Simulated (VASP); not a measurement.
# Co in VASP: notebook

The runs below take Co through single point, with r2SCAN.

All numbers are computed with VASP 6.6.1; they aren't measurements. Logs are shortened: lines on timing, memory, paths and dates and some standing lists are left out, and cuts for length are marked.

## (1) The cell of the first run

The typed cell holds 3 atoms: a = 3.959 Å, b = 3.959 Å, c = 2.412 Å, α = 90.00°, β = 90.00°, γ = 120.00°.

This isn't the form of Co at room conditions, which is hcp.

## (2) Single point, r2SCAN, collinear spin, ferromagnetic start

The input, POSCAR:

```
Co
1.0
    3.9586207670      0.0000000000      0.0000000000
   -1.9793103835      3.4282661482      0.0000000000
    0.0000000000      0.0000000000      2.4123632301
Co
3
Direct
    0.3333148890      0.0000000000      0.3333333333
    0.0000000000      0.3333148890      0.6666666667
    0.6666851110      0.6666851110      0.0000000000
```

The input, INCAR.step1:

```
SYSTEM = Co
PREC = Accurate
ENCUT = 520
ISMEAR = 0
SIGMA = 0.1
LREAL = .FALSE.
LASPH = .TRUE.
NELM = 150
ISPIN = 2
MAGMOM = 0.99 0.99 0.99
LMAXMIX = 4
NBANDS = 24
GGA = PE
ALGO = Normal
EDIFF = 1E-4
LWAVE = .TRUE.
LCHARG = .FALSE.
```

The input, INCAR.step2:

```
SYSTEM = Co
PREC = Accurate
ENCUT = 520
EDIFF = 1E-7
ISMEAR = 0
SIGMA = 0.1
LREAL = .FALSE.
LASPH = .TRUE.
NELM = 150
ALGO = Normal
ISIF = 2
LWAVE = .FALSE.
LCHARG = .FALSE.
ISPIN = 2
MAGMOM = 0.99 0.99 0.99
LORBIT = 11
LMAXMIX = 4
METAGGA = R2SCAN
LMIXTAU = .TRUE.
NBANDS = 24
ISTART = 1
```

The input, KPOINTS:

```
regular mesh
0
G
  6 6 6
  0 0 0
```

Potentials or basis: VASP PAW PBE potentials, release 64 (Co).

On the command line:

```console
$ cat potpaw_PBE.64/Co/POTCAR > POTCAR
$ cp INCAR.step1 INCAR
$ mpirun -np 1 vasp_std > vasp.out
$ cp INCAR.step2 INCAR
$ mpirun -np 1 vasp_std > vasp.out
```

OUTCAR:

```text
SYSTEM = Co
   PREC = Accurate
   ENCUT = 520
   EDIFF = 1E-7
   ISMEAR = 0
   LREAL = .FALSE.
   LASPH = .TRUE.
   NELM = 150
   ISIF = 2
   ISPIN = 2
   LORBIT = 11
   METAGGA = R2SCAN
   ISTART = 1

 ion  position               nearest neighbor table
   1  0.333  0.000  0.333-   3 2.42   2 2.42   3 2.42   3 2.42   2 2.42   2 2.42   2 2.79   3 2.79
                             2 2.79   2 2.79   3 2.79   3 2.79
   2  0.000  0.333  0.667-   3 2.42   1 2.42   3 2.42   3 2.42   1 2.42   1 2.42   1 2.79   3 2.79
                             1 2.79   1 2.79   3 2.79   3 2.79
   3  0.667  0.667  0.000-   1 2.42   2 2.42   1 2.42   2 2.42   2 2.42   1 2.42   1 2.79   2 2.79
                             1 2.79   2 2.79   2 2.79   1 2.79

  LATTYP: Found a hexagonal cell.
 ALAT       =     3.9586207670
 C/A-ratio  =     0.6093948807

  Lattice vectors:

 A1 = (   3.9586207670,   0.0000000000,   0.0000000000)
 A2 = (  -1.9793103835,   3.4282661482,   0.0000000000)
 A3 = (   0.0000000000,   0.0000000000,   2.4123632301)

Analysis of symmetry for initial positions (statically):
=====================================================================
 Subroutine PRICEL returns:
 Original cell was already a primitive cell.

 Routine SETGRP: Setting up the symmetry group for a
 hexagonal supercell.

 Subroutine GETGRP returns: Found  6 space group operations
 (whereof  2 operations were pure point group operations)
 out of a pool of 24 trial point group operations.

The static configuration has the point symmetry C_2 .
 The point group associated with its full space group is D_3 .

Analysis of symmetry for dynamics (positions and initial velocities):
=====================================================================
 Subroutine PRICEL returns:
 Original cell was already a primitive cell.

 Routine SETGRP: Setting up the symmetry group for a
 hexagonal supercell.

 Subroutine GETGRP returns: Found  6 space group operations
 (whereof  2 operations were pure point group operations)
 out of a pool of 24 trial point group operations.

The dynamic configuration has the point symmetry C_2 .
 The point group associated with its full space group is D_3 .

Analysis of structural, dynamic, and magnetic symmetry:
=====================================================================
 Subroutine PRICEL returns:
 Original cell was already a primitive cell.

 Routine SETGRP: Setting up the symmetry group for a
 hexagonal supercell.

 Subroutine GETGRP returns: Found  6 space group operations
 (whereof  2 operations were pure point group operations)
 out of a pool of 24 trial point group operations.

The overall configuration has the point symmetry C_2 .
 The point group associated with its full space group is D_3 .

 Subroutine INISYM returns: Found  6 space group operations
 (whereof  2 operations are pure point group operations),
 and found     1 'primitive' translations

----------------------------------------------------------------------------------------

                                     Primitive cell

  volume of cell :      32.7387

  direct lattice vectors                    reciprocal lattice vectors
     3.958620767  0.000000000  0.000000000     0.252613235  0.145846320  0.000000000
    -1.979310384  3.428266148  0.000000000     0.000000000  0.291692639  0.000000000
     0.000000000  0.000000000  2.412363230     0.000000000  0.000000000  0.414531273

  length of vectors
     3.958620767  3.958620767  2.412363230     0.291692639  0.291692639  0.414531273

  position of ions in fractional coordinates (direct lattice)
     0.333314889  0.000000000  0.333333333
     1.000000000  0.333314889  0.666666667
     0.666685111  0.666685111  0.000000000

  ion indices of the primitive-cell ions
   primitive index   ion index
                 1           1
                 2           2
                 3           3

----------------------------------------------------------------------------------------

 KPOINTS: regular mesh

Automatic generation of k-mesh.
 Grid dimensions read from file:
 generate k-points for:    6    6    6

 Generating k-lattice:

  Cartesian coordinates                     Fractional coordinates (reciprocal lattice)
     0.042102206  0.024307720  0.000000000     0.166666667 -0.000000000  0.000000000
     0.000000000  0.048615440  0.000000000     0.000000000  0.166666667  0.000000000
     0.000000000  0.000000000  0.069088545     0.000000000  0.000000000  0.166666667

  Length of vectors
     0.048615440  0.048615440  0.069088545

  Shift w.r.t. Gamma in fractional coordinates (k-lattice)
     0.000000000  0.000000000  0.000000000

 Subroutine IBZKPT returns following result:
 ===========================================

 Found     34 irreducible k-points:

 Following reciprocal coordinates:
            Coordinates               Weight
  0.000000  0.000000  0.000000      1.000000
  0.166667 -0.000000  0.000000      6.000000
  0.333333 -0.000000  0.000000      6.000000
  0.500000 -0.000000  0.000000      3.000000
  0.166667  0.166667  0.000000      6.000000
  0.333333  0.166667  0.000000     12.000000
[... 16 lines left out ...]
  0.500000 -0.000000  0.333333      6.000000
  0.166667  0.166667  0.333333     12.000000
 [... further k-points ...]
   k-points           NKPTS =     34   k-points in BZ     NKDIM =     34   number of bands    NBANDS=     24
   number of dos      NEDOS =    301   number of ions     NIONS =      3
   total plane-waves  NPLWV =  16200
   dimension x,y,z NGX =    30 NGY =   30 NGZ =   18
   dimension x,y,z NGXF=    60 NGYF=   60 NGZF=   36
   ions per type =               3
   NGX,Y,Z   is equivalent  to a cutoff of  12.60, 12.60, 12.40 a.u.
   NGXF,Y,Z  is equivalent  to a cutoff of  25.20, 25.20, 24.81 a.u.
 SYSTEM =  Co
   PREC   = accura    normal or accurate (medium, high low for compatibility)
   ISTART =      1    job   : 0-new  1-cont  2-samecut
   ICHARG =      0    charge: 1-file 2-atom 10-const
   ISPIN  =      2    spin polarized calculation?
   LNONCOLLINEAR =      F non collinear calculations
   LSORBIT =      F    spin-orbit coupling
   LASPH  =      T    aspherical Exc in radial PAW
   ENCUT  =  520.0 eV  38.22 Ry    6.18 a.u.   7.36  7.36  4.49*2*pi/ulx,y,z
   NELM   =    150;   NELMIN=  2; NELMDL=  0     # of ELM steps
   EDIFF  = 0.1E-06   stopping-criterion for ELM
   LREAL  =      F    real-space projection
   EDIFFG = 0.1E-05   stopping-criterion for IOM
   NSW    =      0    number of steps for IOM
   IBRION =     -1    ionic relax: 0-MD 1-quasi-New 2-CG
   NFREE  =      0    steps in history (QN), initial steepest desc. (CG)
   ISIF   =      2    stress and relaxation
   ISYM   =      2    0-nonsym 1-usesym 2-fastsym
   POTIM  = 0.5000    time-step for ionic-motion
   TEBEG  =    0.0;   TEEND  =   0.0 temperature during run
   PSTRESS=    0.0 pullay stress
   NELECT =      27.0000    total number of electrons
   NUPDOWN=      -1.0000    fix difference up-down
   EMIN   =  10.00;   EMAX   =-10.00  energy-range for DOS
   EFERMI =   0.00;   METHOD = LEGACY
   ISMEAR =     0;   SIGMA  =   0.10  broadening in eV -4-tet -1-fermi 0-gaus
   EFERMI_NEDOS =   21; number of points for ismear=-14 and -15
   IALGO  =     38    algorithm
   IMIX   =      4    mixing-type and parameters
     AMIX     =   0.40;   BMIX     =  1.00
     AMIX_MAG =   1.60;   BMIX_MAG =  1.00
  volume/ion in A,a.u.               =      10.91        73.64
  Fermi-wavevector in a.u.,A,eV,Ry     =   1.535238  2.901179 32.068329  2.356956
  Thomas-Fermi vector in A             =   2.642054
   LORBIT       =     11    0 simple, 1 ext, 2 COOP (PROOUT), +10 PAW based schemes
   METAGGA = R2SCAN    functional components
   LHFCALC =     F    Hartree Fock is set to
   AEXX    =    0.0000 exact exchange contribution
   IVDW    =     0    specifies the selected vdW correction
   LEPSILON=     F    determine dielectric tensor
   LRPA    =     F    only Hartree local field effects (RPA)
 spin polarized calculation
 Gauss-broadening in eV      SIGMA  =   0.10
  energy-cutoff  :      520.00
  volume of cell :       32.74
 maximum number of plane-waves:       903
 NGX is ok and might be reduce to    30

 number of electron      27.0000013 magnetization       5.4907594

 Free energy of the ion-electron system (eV)
  ---------------------------------------------------
  ext. energy  EPLUGINS =         0.00000000
  ---------------------------------------------------
  free energy    TOTEN  =       -39.72374323 eV

  energy without entropy =      -39.71109849  energy(sigma->0) =      -39.71742086

 E-fermi :  10.7482     XC(G=0): -14.6305

 val. band max:       10.7262985082   @ k =  -0.1667   0.5000   0.3333
 cond. band min:      10.7488453940   @ k =   0.3333  -0.0000   0.3333
 fundamental gap:      0.0225468858
 Fermi energy:        10.7481588593

 spin component 1

 k-point     1 :       0.0000    0.0000    0.0000
  band No.  band energies     occupation
      1       0.9002      1.00000
      2       5.6959      1.00000
      3       5.6959      1.00000
      4       6.0979      1.00000
      5       6.0979      1.00000
      6       6.0980      1.00000
[... 637 lines left out ...]
     23      23.7549      0.00000
     24      27.4859      0.00000

 [... further k-points ...]

 spin component 2

 k-point     1 :       0.0000    0.0000    0.0000
  band No.  band energies     occupation
      1       0.3817      1.00000
      2       7.0878      1.00000
      3       7.0878      1.00000
      4       7.7816      1.00000
      5       7.7816      1.00000
      6       7.7819      1.00000
[... 637 lines left out ...]
     23      24.4808      0.00000
     24      28.1373      0.00000

 [... further k-points ...]

------------------------ aborting loop because EDIFF is reached ----------------------------------------

  FORCE on cell =-STRESS in cart. coord.  units (eV):
  Direction    XX          YY          ZZ          XY          YZ          ZX
  --------------------------------------------------------------------------------------
  -------------------------------------------------------------------------------------
  Total        0.0302348      0.0302348      0.0199242      0.0000000      0.0000000      0.0000000
  in kB        1.4796419      1.4796419      0.9750553      0.0000000      0.0000000      0.0000000
  external PRESSURE =       1.3114464 kB  Pullay stress =       0.0000000 kB

 VOLUME and BASIS-vectors are now :
 -----------------------------------------------------------------------------
  energy-cutoff  :      520.00
  volume of cell :       32.74
      direct lattice vectors                 reciprocal lattice vectors
     3.958620767  0.000000000  0.000000000     0.252613235  0.145846320  0.000000000
    -1.979310384  3.428266148  0.000000000     0.000000000  0.291692639  0.000000000
     0.000000000  0.000000000  2.412363230     0.000000000  0.000000000  0.414531273

 POSITION                                       TOTAL-FORCE (eV/Angst)
 -----------------------------------------------------------------------------------
      1.31947      0.00000      0.80412         0.000958     -0.000000     -0.000000
     -0.65973      1.14269      1.60824        -0.000479      0.000830      0.000000
      1.31958      2.28557      0.00000        -0.000479     -0.000830     -0.000000
 -----------------------------------------------------------------------------------
    total drift:                                0.000000     -0.000000      0.000000

  FREE ENERGIE OF THE ION-ELECTRON SYSTEM (eV)
  ---------------------------------------------------
  free  energy   TOTEN  =       -39.7237432326 eV

  energy  without entropy=      -39.7110984861  energy(sigma->0) =      -39.71742086

 total charge

# of ion       s       p       d       tot
------------------------------------------
    1        0.507   0.572   7.199   8.279
    2        0.507   0.572   7.199   8.279
    3        0.507   0.572   7.199   8.279
--------------------------------------------------
tot          1.522   1.716  21.598  24.836

 magnetization (x)

# of ion       s       p       d       tot
------------------------------------------
    1        0.001  -0.075   1.968   1.893
    2        0.001  -0.075   1.968   1.893
    3        0.001  -0.075   1.968   1.893
--------------------------------------------------
tot          0.002  -0.225   5.903   5.680
```

Run time: 2.2 min. Hardware: 1 thread of AMD EPYC 9R45 (Zen 5), shared host; peak memory 0.16 GiB.

Results:

```yaml
Free_energy: -39.7237 eV
Pressure: 0.1 GPa
Net_moment: 5.49 μB per cell
Site_moments: Co +1.89 μB
Valence_electrons_inside_the_program's_atomic_spheres: Co 8.28
```

Levels at points of the mesh, in eV from the Fermi level:
Spin up:
```csv
k point,band 14,band 15,band 16,band 17,band 18,band 19
"(0.00, 0.00, 0.00)",-2.60,-2.60,-2.60,5.72,5.72,5.72
"(0.50, 0.00, 0.00)",-2.82,-2.10,-2.10,-1.41,-0.43,6.09
"(0.00, 0.00, 0.50)",-1.66,-1.54,0.63,0.63,9.55,9.55
"(0.50, 0.00, 0.50)",-1.88,-1.34,-0.36,2.90,2.90,6.16
```
Spin down:
| k point | band 8 | band 9 | band 10 | band 11 | band 12 | band 13 | band 14 | band 15 |
| --- | --- | --- | --- | --- | --- | --- | --- | --- |
| (0.00, 0.00, 0.00) | -1.97 | -1.85 | -1.85 | 0.70 | 0.70 | 0.70 | 0.70 | 0.91 |
| (0.50, 0.00, 0.00) | -2.47 | -0.88 | -0.05 | -0.05 | 0.34 | 0.34 | 0.55 | 0.94 |
| (0.00, 0.00, 0.50) | -3.13 | 0.62 | 0.66 | 0.66 | 0.94 | 0.94 | 0.94 | 0.94 |
| (0.50, 0.00, 0.50) | -2.10 | -0.82 | -0.25 | -0.25 | 0.47 | 0.47 | 0.50 | 0.90 |

Caveat: the k points lie up to 0.43 Å⁻¹ apart; the PAW data sets were made with another functional, which shifts forces and pressure a little.

## (3) Single point, r2SCAN, collinear spin, ferromagnetic start

This run uses another cell than the first one: it holds 1 atom, not 3.

The input, POSCAR:

```
Co
1.0
   -1.4000686913      1.4000686913      1.4000686913
    1.4000686913     -1.4000686913      1.4000686913
    1.4000686913      1.4000686913     -1.4000686913
Co
1
Direct
    0.0000000000      0.0000000000      0.0000000000
```

The input, INCAR.step1:

```
PREC = Accurate ; ENCUT = 520
ISMEAR = 0 ; SIGMA = 0.1
LREAL = F ; LASPH = T
NELM = 150 ; ISPIN = 2
MAGMOM = 2.15 ; LMAXMIX = 4
NBANDS = 14 ; GGA = PE
ALGO = Normal ; EDIFF = 1E-4
LWAVE = T ; LCHARG = F
```

The input, INCAR.step2:

```
PREC = Accurate ; ENCUT = 520
EDIFF = 1E-6 ; ISMEAR = 0
SIGMA = 0.1 ; LREAL = F
LASPH = T ; NELM = 150
ALGO = Normal ; ISIF = 2
LWAVE = F ; LCHARG = T
ISPIN = 2 ; MAGMOM = 2.15
LORBIT = 11 ; LMAXMIX = 4
METAGGA = R2SCAN ; LMIXTAU = T
LELF = T ; LVHAR = T
NBANDS = 14 ; ISTART = 1
```

The input, KPOINTS:

```
Automatic mesh
0
Gamma
  28 28 28
```

Potentials or basis: VASP PAW PBE potentials, release 64 (Co).

On the command line:

```console
$ cat potpaw_PBE.64/Co/POTCAR > POTCAR
$ cp INCAR.step1 INCAR
$ mpirun -np 1 vasp_std > vasp.out
$ cp INCAR.step2 INCAR
$ mpirun -np 1 vasp_std > vasp.out
```

Wall time 6.9 min (1 thread of AMD EPYC 9R45 (Zen 5), shared host); peak memory 0.22 GiB.

It converged, with:

| Property | Result |
| --- | --- |
| Free energy | -13.2414 eV |
| Pressure | -0.2 GPa |
| Net moment | 1.92 μB per cell |
| Site moments | Co +1.98 μB |
| Valence electrons inside the program's atomic spheres | Co 8.26 |

Levels at points of the mesh, in eV from the Fermi level:
Spin up:
```
           k point  band 1  band 2  band 3  band 4  band 5  band 6  band 7  band 8  band 9  band 10
(0.00, 0.00, 0.00)   -9.83   -3.93   -3.93   -3.93   -3.09   -3.09   25.92   25.92   25.92    30.59
(0.50, 0.00, 0.00)   -6.34   -4.90   -2.94   -2.94   -1.49   -0.41    6.02   18.71   20.21    23.54
(0.50, 0.50, 0.50)   -6.41   -6.41   -1.73   -1.73   -1.73    9.49    9.50    9.50   14.92    14.92
```
Spin down:
```tsv
k point	band 1	band 2	band 3	band 4	band 5	band 6	band 7	band 8
(0.00, 0.00, 0.00)	-10.30	-1.84	-1.84	-1.84	0.89	0.89	25.96	25.96
(0.50, 0.00, 0.00)	-4.94	-3.07	-0.83	0.52	0.95	1.12	7.49	18.99
(0.50, 0.50, 0.50)	-3.83	-3.83	0.67	0.67	0.67	9.59	9.59	9.59
```

Caveat: the PAW data sets were made with another functional, which shifts forces and pressure a little.

[end of part 1 of 2]
